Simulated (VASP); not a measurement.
Crystal: PbS.

```
Pb S
1.0
     0.00000    2.96575    2.96575
     2.96575    0.00000    2.96575
     2.96575    2.96575    0.00000
Pb S
1 1
Direct
  0.00000 0.00000 0.00000
  0.50000 0.50000 0.50000
```

```yaml
Program: VASP 6.6.1
Task: relaxation of cell and atoms
Functional: HF
Potentials_or_basis: VASP PAW PBE potentials, release 64 (Pb_d, S)
Cutoff: 600 eV
k_mesh: 4 × 4 × 4
Occupations: fermi-dirac, width 0.05 eV
Spin: no spin polarisation
```

At the start: pressure 7.6 GPa; volume 26.09 Å³/atom.

Question: How do energy, volume and symmetry change on relaxing?

Answer: Over 3 steps the energy falls by 68.3 meV/atom and the volume is 29.27 Å³/atom (+12.2 %); space group Fm-3m (No. 225, to 0.1 Å) before and after.

The path:
```tsv
step	energy change (eV)	largest force (eV/Å)	pressure (GPa)	volume (Å³)
1	0.0000	0.0000	7.56	52.17
2	-0.1066	0.0000	-2.61	62.03
3	-0.1366	0.0000	0.02	58.55
```

Final structure:
```cif
data_structure
_symmetry_space_group_name_H-M 'P 1'
_symmetry_Int_Tables_number 1
_cell_length_a 4.3585
_cell_length_b 4.3585
_cell_length_c 4.3585
_cell_angle_alpha 60.000
_cell_angle_beta 60.000
_cell_angle_gamma 60.000
_cell_volume 58.55
loop_
_atom_site_label
_atom_site_type_symbol
_atom_site_fract_x
_atom_site_fract_y
_atom_site_fract_z
_atom_site_occupancy
Pb1 Pb 0.00000 0.00000 0.00000 1
S1 S 0.50000 0.50000 0.50000 1
```

Caveat: the k points lie up to 0.44 Å⁻¹ apart in the final cell; the PAW data sets were made with another functional, which shifts forces and pressure a little.
